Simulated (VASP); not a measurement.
Set up this calculation in VASP 6.6.1, as the native input.

```
Task                   : relaxation of cell and atoms
Functional             : PBE
Potentials or basis    : VASP PAW PBE potentials, release 64 (Cd)
Cutoff                 : 600 eV
k mesh                 : 11 × 11 × 11
Occupations            : fermi-dirac, width 0.08 eV
Spin                   : no spin polarisation
Target pressure        : 0.046 GPa
Dipole correction      : no
Further INCAR settings : ALGO = Normal; EDIFF = 1e-07; IBRION = 2; EDIFFG = -0.005; NSW = 32; ISIF = 3
```

The structure of Cd lies in POSCAR:

```
Cd
1.0
    0.0000000000      3.3436306053      3.3436306053
    3.3436306053      0.0000000000      3.3436306053
    3.3436306053      3.3436306053      0.0000000000
Cd
2
Direct
   -0.1250000000     -0.1250000000     -0.1250000000
    0.1250000000      0.1250000000      0.1250000000
```

This isn't the form of Cd at room conditions, which is hcp.

These files were run (other wordings do the same):

INCAR

```
PREC = Accurate
ENCUT = 600
EDIFF = 1E-7
ISMEAR = -1
SIGMA = 0.08
LREAL = False
LASPH = True
NELM = 100
ALGO = Normal
ISIF = 3
LWAVE = False
LCHARG = False
GGA = PE
IBRION = 2
NSW = 32
EDIFFG = -0.005
PSTRESS = 0.45999999999999996
```

KPOINTS

```
regular mesh
0
Gamma
  11 11 11
```

Potentials or basis: VASP PAW PBE potentials, release 64 (Cd).

The run is started by

```bash
$ cat potpaw_PBE.64/Cd/POTCAR > POTCAR
$ mpirun -np 1 vasp_std > vasp.out
```

Results of the run:

```
Relaxed volume                                             : 37.52 Å³/atom
Relaxed cell                                               : a = 4.735 Å, b = 4.735 Å, c = 4.735 Å, α = 60.00°, β = 60.00°, γ = 60.00°
Space group after relaxing (to 0.1 Å)                      : Fd-3m (No. 227)
Energy change on relaxing (the run minimises the enthalpy) : -0.1 meV/atom
Ionic steps                                                : 3
Pressure after relaxing                                    : 0.1 GPa
Band gap on the k mesh                                     : zero (bands 12 and 13 overlap by 4.58 eV)
```

Caveat: the cell is relaxed towards a set pressure, so the run minimises the enthalpy, not the energy.

Run time: 81 s on 1 thread of Intel(R) Xeon(R) 6975P-C (Granite Rapids), on a shared host, peak memory 0.28 GiB.
